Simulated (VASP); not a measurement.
# Ga (Cmce) in VASP: a series of runs

Ga is run at these levels: LDA; tasks: single point.

Program: VASP 6.6.1. These are calculated values, not measurements. Logs are shortened: lines on timing, memory, paths and dates and some standing lists are left out, and cuts for length are marked.

### Step 1. The cell of the first run

The structure is orthorhombic, space group Cmce (No. 64). The conventional cell has a = 4.265 Å, b = 7.289 Å, c = 4.300 Å, α = 90.00°, β = 90.00°, γ = 90.00°. Within 3.1 Å of Ga (site symmetry m) lie 7 Ga at 2.38 to 2.64 Å.

### Step 2. Single point, LDA (16.71 Å³/atom)

Contents of INCAR:

```
PREC     = Accurate       # precision mode
ENCUT    = 520            # plane-wave cutoff, eV
EDIFF    = 1E-6           # SCF threshold, eV
ISMEAR   = 0              # smearing method
SIGMA    = 0.1            # smearing width, eV
LREAL    = False          # projectors in reciprocal space
LASPH    = True           # aspherical terms in the spheres
NELM     = 80             # most SCF steps
ALGO     = Fast           # electronic algorithm
ISIF     = 2              # what is computed and relaxed
LWAVE    = False          # write WAVECAR
LCHARG   = False          # write CHGCAR
NBANDS   = 34             # bands
```

Contents of KPOINTS:

```
Automatic mesh
0
Gamma
  12 12 10
```

Contents of POSCAR:

```
Ga
1.0
    2.1325013237     -3.6444269571      0.0000000000
    2.1325013237      3.6444269571      0.0000000000
    0.0000000000      0.0000000000      4.2998488390
Ga
4
Direct
    0.6552777372      0.3447222628      0.4156976026
    0.8447222628      0.1552777372      0.9156976026
    0.3447222628      0.6552777372      0.5843023974
    0.1552777372      0.8447222628      0.0843023974
```

Potentials or basis: VASP PAW LDA potentials, release 64 (Ga_d).

Run with:

```bash
$ cat potpaw_LDA.64/Ga_d/POTCAR > POTCAR
$ mpirun -np 1 vasp_std > vasp.out
```

OUTCAR:

```text
PREC = Accurate
   ENCUT = 520
   EDIFF = 1E-6
   ISMEAR = 0
   LREAL = False
   LASPH = True
   NELM = 80
   ISIF = 2

 ion  position               nearest neighbor table
   1  0.655  0.345  0.416-   3 2.38   2 2.56   2 2.56   4 2.56   4 2.56   3 2.64   3 2.64
   2  0.845  0.155  0.916-   4 2.38   1 2.56   1 2.56   3 2.56   3 2.56   4 2.64   4 2.64
   3  0.345  0.655  0.584-   1 2.38   4 2.56   4 2.56   2 2.56   2 2.56   1 2.64   1 2.64
   4  0.155  0.845  0.084-   2 2.38   3 2.56   3 2.56   1 2.56   1 2.56   2 2.64   2 2.64

  LATTYP: Found a base centered orthorhombic cell.
 ALAT       =     4.2650026474
 B/A-ratio  =     1.7089916506
 C/A-ratio  =     1.0081702626

  Lattice vectors:

 A1 = (   2.1325013237,  -3.6444269571,   0.0000000000)
 A2 = (   2.1325013237,   3.6444269571,   0.0000000000)
 A3 = (   0.0000000000,   0.0000000000,   4.2998488390)

Analysis of symmetry for initial positions (statically):
=====================================================================
 Subroutine PRICEL returns:
 Original cell was already a primitive cell.

 Routine SETGRP: Setting up the symmetry group for a
 base centered orthorhombic supercell.

 Subroutine GETGRP returns: Found  8 space group operations
 (whereof  4 operations were pure point group operations)
 out of a pool of  8 trial point group operations.

The static configuration has the point symmetry C_2h.
 The point group associated with its full space group is D_2h.

Analysis of symmetry for dynamics (positions and initial velocities):
=====================================================================
 Subroutine PRICEL returns:
 Original cell was already a primitive cell.

 Routine SETGRP: Setting up the symmetry group for a
 base centered orthorhombic supercell.

 Subroutine GETGRP returns: Found  8 space group operations
 (whereof  4 operations were pure point group operations)
 out of a pool of  8 trial point group operations.

The dynamic configuration has the point symmetry C_2h.
 The point group associated with its full space group is D_2h.

 Subroutine INISYM returns: Found  8 space group operations
 (whereof  4 operations are pure point group operations),
 and found     1 'primitive' translations

----------------------------------------------------------------------------------------

                                     Primitive cell

  volume of cell :      66.8347

  direct lattice vectors                    reciprocal lattice vectors
     2.132501324 -3.644426957  0.000000000     0.234466443 -0.137195780  0.000000000
     2.132501324  3.644426957  0.000000000     0.234466443  0.137195780  0.000000000
     0.000000000  0.000000000  4.299848839     0.000000000  0.000000000  0.232566315

  length of vectors
     4.222488572  4.222488572  4.299848839     0.271656391  0.271656391  0.232566315

  position of ions in fractional coordinates (direct lattice)
     0.655277737  0.344722263  0.415697603
     0.844722263  0.155277737  0.915697603
     0.344722263  0.655277737  0.584302397
     0.155277737  0.844722263  0.084302397

  ion indices of the primitive-cell ions
   primitive index   ion index
                 1           1
                 2           2
                 3           3
                 4           4

----------------------------------------------------------------------------------------

 KPOINTS: Automatic mesh

Automatic generation of k-mesh.
 Grid dimensions read from file:
 generate k-points for:   12   12   10

 Generating k-lattice:

  Cartesian coordinates                     Fractional coordinates (reciprocal lattice)
     0.019538870 -0.011432982  0.000000000     0.083333333 -0.000000000  0.000000000
     0.019538870  0.011432982  0.000000000    -0.000000000  0.083333333  0.000000000
     0.000000000  0.000000000  0.023256632     0.000000000  0.000000000  0.100000000

  Length of vectors
     0.022638033  0.022638033  0.023256632

  Shift w.r.t. Gamma in fractional coordinates (k-lattice)
     0.000000000  0.000000000  0.000000000

 Subroutine IBZKPT returns following result:
 ===========================================

 Found    258 irreducible k-points:

 Following reciprocal coordinates:
            Coordinates               Weight
  0.000000  0.000000  0.000000      1.000000
  0.083333  0.000000  0.000000      4.000000
  0.166667  0.000000  0.000000      4.000000
  0.250000  0.000000  0.000000      4.000000
  0.333333  0.000000  0.000000      4.000000
  0.416667  0.000000  0.000000      4.000000
[... 16 lines left out ...]
  0.500000  0.166667  0.000000      4.000000
 -0.416667  0.166667  0.000000      4.000000
 [... further k-points ...]
   k-points           NKPTS =    258   k-points in BZ     NKDIM =    258   number of bands    NBANDS=     34
   number of dos      NEDOS =    301   number of ions     NIONS =      4
   total plane-waves  NPLWV =  32768
   dimension x,y,z NGX =    32 NGY =   32 NGZ =   32
   dimension x,y,z NGXF=    64 NGYF=   64 NGZF=   64
   ions per type =               4
   NGX,Y,Z   is equivalent  to a cutoff of  12.60, 12.60, 12.37 a.u.
   NGXF,Y,Z  is equivalent  to a cutoff of  25.20, 25.20, 24.74 a.u.
 SYSTEM =  unknown system
   PREC   = accura    normal or accurate (medium, high low for compatibility)
   ISTART =      0    job   : 0-new  1-cont  2-samecut
   ICHARG =      2    charge: 1-file 2-atom 10-const
   ISPIN  =      1    spin polarized calculation?
   LNONCOLLINEAR =      F non collinear calculations
   LSORBIT =      F    spin-orbit coupling
   LASPH  =      T    aspherical Exc in radial PAW
   ENCUT  =  520.0 eV  38.22 Ry    6.18 a.u.   7.85  7.85  7.99*2*pi/ulx,y,z
   NELM   =     80;   NELMIN=  2; NELMDL= -5     # of ELM steps
   EDIFF  = 0.1E-05   stopping-criterion for ELM
   LREAL  =      F    real-space projection
   EDIFFG = 0.1E-04   stopping-criterion for IOM
   NSW    =      0    number of steps for IOM
   IBRION =     -1    ionic relax: 0-MD 1-quasi-New 2-CG
   NFREE  =      0    steps in history (QN), initial steepest desc. (CG)
   ISIF   =      2    stress and relaxation
   ISYM   =      2    0-nonsym 1-usesym 2-fastsym
   POTIM  = 0.5000    time-step for ionic-motion
   TEBEG  =    0.0;   TEEND  =   0.0 temperature during run
   PSTRESS=    0.0 pullay stress
   NELECT =      52.0000    total number of electrons
   NUPDOWN=      -1.0000    fix difference up-down
   EMIN   =  10.00;   EMAX   =-10.00  energy-range for DOS
   EFERMI =   0.00;   METHOD = LEGACY
   ISMEAR =     0;   SIGMA  =   0.10  broadening in eV -4-tet -1-fermi 0-gaus
   EFERMI_NEDOS =   21; number of points for ismear=-14 and -15
   IALGO  =     68    algorithm
   IMIX   =      4    mixing-type and parameters
     AMIX     =   0.40;   BMIX     =  1.00
     AMIX_MAG =   1.60;   BMIX_MAG =  1.00
  volume/ion in A,a.u.               =      16.71       112.76
  Fermi-wavevector in a.u.,A,eV,Ry     =   1.505712  2.845384 30.846719  2.267170
  Thomas-Fermi vector in A             =   2.616525
   LORBIT       =      0    0 simple, 1 ext, 2 COOP (PROOUT), +10 PAW based schemes
   GGA     = CA    functional components
   LHFCALC =     F    Hartree Fock is set to
   AEXX    =    0.0000 exact exchange contribution
   IVDW    =     0    specifies the selected vdW correction
   LEPSILON=     F    determine dielectric tensor
   LRPA    =     F    only Hartree local field effects (RPA)
 non-spin polarized calculation
 RMM-DIIS sequential band-by-band and
 Gauss-broadening in eV      SIGMA  =   0.10
  energy-cutoff  :      520.00
  volume of cell :       66.83
 maximum number of plane-waves:      1826
   NGX = 15   NGY = 15   NGZ = 15

 number of electron      51.9999988 magnetization

 Free energy of the ion-electron system (eV)
  ---------------------------------------------------
  ext. energy  EPLUGINS =         0.00000000
  ---------------------------------------------------
  free energy    TOTEN  =       -14.27343212 eV

  energy without entropy =      -14.27033971  energy(sigma->0) =      -14.27188591

 E-fermi :   6.2780     XC(G=0): -11.7917

 val. band max:        6.2769494470   @ k =  -0.3333   0.1667   0.1000
 cond. band min:       6.2893397765   @ k =   0.0833   0.0000   0.1000
 fundamental gap:      0.0123903296
 Fermi energy:         6.2780271190

 k-point     1 :       0.0000    0.0000    0.0000
  band No.  band energies     occupation
      1      -9.2571      2.00000
      2      -9.2446      2.00000
      3      -9.1866      2.00000
      4      -9.1646      2.00000
      5      -9.1456      2.00000
      6      -9.1146      2.00000
[... 26 lines left out ...]
     33      14.0142      0.00000
     34      14.9581      0.00000

 k-point     2 :       0.0833    0.0000    0.0000
  band No.  band energies     occupation
      1      -9.2601      2.00000
      2      -9.2400      2.00000
      3      -9.1895      2.00000
      4      -9.1691      2.00000
      5      -9.1372      2.00000
      6      -9.1125      2.00000
[... 26 lines left out ...]
     33      13.9891      0.00000
     34      14.9616      0.00000

 k-point     3 :       0.1667    0.0000    0.0000
  band No.  band energies     occupation
      1      -9.2645      2.00000
      2      -9.2270      2.00000
      3      -9.1994      2.00000
      4      -9.1797      2.00000
      5      -9.1215      2.00000
      6      -9.1008      2.00000
[... 26 lines left out ...]
     33      13.3779      0.00000
     34      14.4352      0.00000
[... 704 lines left out ...]
 k-point    23 :       0.5000    0.1667    0.0000
  band No.  band energies     occupation
      1      -9.2784      2.00000
      2      -9.2694      2.00000
      3      -9.1934      2.00000
      4      -9.1584      2.00000
      5      -9.1463      2.00000
      6      -9.0776      2.00000
[... 26 lines left out ...]
     33      14.2270      0.00000
     34      15.8947      0.00000

 k-point    24 :      -0.4167    0.1667    0.0000
  band No.  band energies     occupation
      1      -9.2767      2.00000
      2      -9.2683      2.00000
      3      -9.1818      2.00000
      4      -9.1699      2.00000
      5      -9.1535      2.00000
      6      -9.0881      2.00000
[... 26 lines left out ...]
     33      14.4090      0.00000
     34      15.8539      0.00000

 [... further k-points ...]

------------------------ aborting loop because EDIFF is reached ----------------------------------------

  FORCE on cell =-STRESS in cart. coord.  units (eV):
  Direction    XX          YY          ZZ          XY          YZ          ZX
  --------------------------------------------------------------------------------------
  -------------------------------------------------------------------------------------
  Total        3.4727912      3.5177070      3.4815925      0.0000000      0.0000000      0.0000000
  in kB       83.2506263     84.3273604     83.4616145      0.0000000      0.0000000      0.0000000
  external PRESSURE =      83.6798671 kB  Pullay stress =       0.0000000 kB

 VOLUME and BASIS-vectors are now :
 -----------------------------------------------------------------------------
  energy-cutoff  :      520.00
  volume of cell :       66.83
      direct lattice vectors                 reciprocal lattice vectors
     2.132501324 -3.644426957  0.000000000     0.234466443 -0.137195780  0.000000000
     2.132501324  3.644426957  0.000000000     0.234466443  0.137195780  0.000000000
     0.000000000  0.000000000  4.299848839     0.000000000  0.000000000  0.232566315

 POSITION                                       TOTAL-FORCE (eV/Angst)
 -----------------------------------------------------------------------------------
      2.13250     -1.13180      1.78744         0.000000     -0.000152     -0.002413
      2.13250     -2.51263      3.93736         0.000000      0.000152     -0.002413
      2.13250      1.13180      2.51241         0.000000      0.000152      0.002413
      2.13250      2.51263      0.36249         0.000000     -0.000152      0.002413
 -----------------------------------------------------------------------------------
    total drift:                               -0.000000      0.000000     -0.000000

  FREE ENERGIE OF THE ION-ELECTRON SYSTEM (eV)
  ---------------------------------------------------
  free  energy   TOTEN  =       -14.2734321209 eV

  energy  without entropy=      -14.2703397066  energy(sigma->0) =      -14.27188591
```

Run time: 8.2 min. Hardware: 1 thread of Intel Xeon 8259CL, shared host; peak memory 0.47 GiB.

What came out:

```
Free energy            : -14.2734 eV
Pressure               : 8.4 GPa
Band gap on the k mesh : zero (bands 26 and 27 overlap by 1.35 eV)
```

Forces on the atoms (eV/Å):
```
Ga   0.000  0.000 -0.002
Ga   0.000  0.000 -0.002
Ga   0.000  0.000  0.002
Ga   0.000  0.000  0.002
```

Caveat: the cell stands under pressure.

### Step 3. Single point, LDA (17.26 Å³/atom)

This run uses another cell than the first one, of 17.26 Å³/atom.

Contents of INCAR:

```
PREC = Accurate ; ENCUT = 520
EDIFF = 1E-6 ; ISMEAR = 0
SIGMA = 0.1 ; LREAL = False
LASPH = True ; NELM = 80
ALGO = Fast ; ISIF = 2
LWAVE = False ; LCHARG = False
GGA = CA ; NBANDS = 34
```

KPOINTS is that of step 2.

Contents of POSCAR:

```
Ga
1.0
    2.1598863133     -3.6795100329      0.0000000000
    2.1598863133      3.6795100329      0.0000000000
    0.0000000000      0.0000000000      4.3434749925
Ga
4
Direct
    0.6555713208      0.3444286792      0.4157548480
    0.8444286792      0.1555713208      0.9157548480
    0.3444286792      0.6555713208      0.5842451520
    0.1555713208      0.8444286792      0.0842451520
```

Potentials or basis: VASP PAW LDA potentials, release 64 (Ga_d).

Run with:

```bash
$ cat potpaw_LDA.64/Ga_d/POTCAR > POTCAR
$ mpirun -np 1 vasp_std > vasp.out
```

Wall time 9.3 min (1 thread of Intel Xeon 8259CL, shared host); peak memory 0.48 GiB.

The run converged. Its results:

* Free energy: -14.3654 eV
* Pressure: 5.1 GPa
* Largest force: 0.008 eV/Å
* Band gap on the k mesh: zero (bands 26 and 27 overlap by 1.39 eV)

Forces in eV/Å, atoms in the order of the input:
```
Ga   0.000  0.008 -0.003
Ga   0.000 -0.008 -0.003
Ga   0.000 -0.008  0.003
Ga   0.000  0.008  0.003
```

Stress tensor (GPa, compression positive):
```
5.05 0.00 0.00
0.00 5.15 0.00
0.00 0.00 5.21
```

Levels at points of the mesh, in eV from the Fermi level:
| k point | band 22 | band 23 | band 24 | band 25 | band 26 | band 27 | band 28 | band 29 | band 30 | band 31 |
| --- | --- | --- | --- | --- | --- | --- | --- | --- | --- | --- |
| (0.00, 0.00, 0.00) | -4.25 | -4.02 | -1.94 | -1.42 | -0.89 | 0.96 | 1.06 | 1.18 | 5.78 | 5.90 |
| (0.50, 0.00, 0.00) | -9.24 | -3.53 | -3.53 | -1.56 | -1.56 | 0.85 | 0.85 | 4.63 | 4.63 | 5.79 |
| (0.50, 0.50, 0.00) | -7.84 | -4.01 | -3.70 | -1.72 | -1.66 | 1.12 | 1.18 | 3.93 | 4.13 | 4.60 |
| (0.00, 0.00, 0.50) | -9.93 | -0.05 | -0.05 | 0.10 | 0.10 | 0.37 | 0.37 | 2.27 | 2.27 | 4.13 |
| (0.50, 0.00, 0.50) | -7.57 | -6.76 | -6.76 | -1.74 | -1.74 | 0.63 | 0.63 | 8.00 | 8.00 | 8.59 |
| (0.50, 0.50, 0.50) | -8.07 | -5.73 | -5.73 | -1.45 | -1.45 | -0.89 | -0.89 | 7.42 | 7.42 | 8.82 |

Caveat: the cell stands under pressure.
